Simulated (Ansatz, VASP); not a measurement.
## Two plane-wave programs on AlNi

```
Al Ni
1.0
     2.08367   -2.08367    0.00000
     2.08367    2.08367    0.00000
     0.00000    0.00000    2.90114
Al Ni
1 1
Direct
  0.00000 0.00000 0.00000
  0.50000 0.50000 0.50000
```

Change from the starting cell: strain +0.0200 x Voigt [1, 1, 0, 0, 0, 0], atoms carried along.

Alike in both runs: task single point; functional PBE; k mesh 20 × 20 × 20; occupations gaussian, width 0.15 eV; no spin polarisation.

|  | VASP | Ansatz |
| --- | --- | --- |
| version | VASP 6.6.1 | Ansatz 0.2.0 |
| potentials or method | VASP PAW PBE potentials, release 64 (Al, Ni), cutoff 520 eV | scalar-relativistic, plane waves, PAW |
| valence electrons in the cell | 13 | 21 |

VASP gave:

* gap on the k mesh at the Fermi level (eV): none
* pressure (GPa): -5.9
* traceless stress, the component that is largest in VASP (GPa): 0.69

Question: Estimate Ansatz's values.

Answer: gap on the k mesh at the Fermi level (eV): none; pressure (GPa): -5.8; traceless stress, the component that is largest in VASP (GPa): 0.67.

A gap of «none» marks a metal or a gap that the smearing closes. VASP's potentials hold 13 valence electrons a cell and Ansatz's 21, so a difference there can come from the potentials and not from the codes.
